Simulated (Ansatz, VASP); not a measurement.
**One calculation of Ti, two programs**

```
CELL_PARAMETERS angstrom
0.00000 2.00970 2.03000
2.00970 0.00000 2.03000
2.00970 2.00970 0.00000
ATOMIC_POSITIONS crystal
Ti 0.00000 0.00000 0.00000
```

Change from the starting cell: equal xx and yy strain of -1 %.

Alike in both runs: task single point; functional LDA; k mesh 15 × 15 × 15; occupations fermi-dirac, width 0.05 eV; no spin polarisation.

|  | VASP | Ansatz |
| --- | --- | --- |
| version | VASP 6.6.1 | Ansatz 0.2.0 |
| potentials or method | VASP PAW LDA potentials, release 64 (Ti_sv), cutoff 520 eV | all-electron LAPW, scalar-relativistic |

Ansatz gave:

| Quantity | Value |
| --- | --- |
| pressure (GPa) | -2.6 |
| traceless stress, the component that is largest in VASP (GPa) | -0.23 |

Question: What did VASP give for the same quantities?

Answer: Pressure (GPa): -2.8; traceless stress, the component that is largest in VASP (GPa): -0.23.

LDA's correlation is that of Perdew and Zunger in VASP and of Perdew and Wang (1992) in Ansatz. Ansatz ran all-electron here, and VASP with PAW potentials.
